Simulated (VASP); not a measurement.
A run of VASP 6.6.1 is set up as follows.

File INCAR:

```
SYSTEM = Cd3Si4P8
PREC     = Accurate       ! precision mode
ENCUT    = 520            ! plane-wave cutoff, eV
EDIFF    = 1E-6           ! SCF threshold, eV
ISMEAR   = 0              ! smearing method
SIGMA    = 0.05           ! smearing width, eV
LREAL    = Auto         
LASPH    = .True.         ! aspherical terms in the spheres
NELM     = 100            ! most SCF steps
ALGO     = Normal         ! electronic algorithm
ISIF     = 2              ! what is computed and relaxed
LWAVE    = .False.        ! write WAVECAR
LCHARG   = .False.        ! write CHGCAR
GGA      = PE             ! functional
IBRION   = 2              ! ionic algorithm
NSW      = 70             ! ionic steps
EDIFFG   = -0.02          ! ionic threshold
```

The input KPOINTS:

```
regular mesh
0
Gamma
  4 4 4
  0 0 0
```

POSCAR

```
Cd3Si4P8
1.0
    2.8622470520     -2.8622470520      5.2898076000
    2.8622470520     -2.8622470520     -5.2898076000
    5.7244941039      5.7244941039      0.0000000000
Cd Si P
3 4 8
Direct
    0.5000000000      0.0000000000      0.7500000000
    0.5000000000      0.5000000000      0.5000000000
    0.0000000000      0.0000000000      0.0000000000
    0.0000000000      0.0000000000      0.5000000000
    0.5000000000      0.5000000000      0.0000000000
    0.5000000000      1.0000000000      0.2500000000
    0.0000000000      0.5000000000      0.7500000000
    0.6021980861      0.3521980861      0.2271980861
    0.1021980861      0.8521980861      0.7271980861
    0.6021980861      0.8521980861      0.0228019139
    0.1021980861      0.3521980861      0.5228019139
    0.1478019139      0.8978019139      0.2728019139
    0.6478019139      0.3978019139      0.7728019139
    0.6478019139      0.8978019139      0.4771980861
    0.1478019139      0.3978019139      0.9771980861
```

Potentials or basis: VASP PAW PBE potentials, release 64 (Cd, Si, P).

The run is started by

```bash
$ cat potpaw_PBE.64/Cd/POTCAR potpaw_PBE.64/Si/POTCAR potpaw_PBE.64/P/POTCAR > POTCAR
$ mpirun -np 1 vasp_std > vasp.out
```

(1) Estimate the band gap on the k mesh.

(2) What does it give for the energy gained by relaxing?

## Answers

(1) zero (band 46 reaches 3.37 eV, above the bottom of band 47 at 3.05 eV).

(2) 6.3 meV/atom.
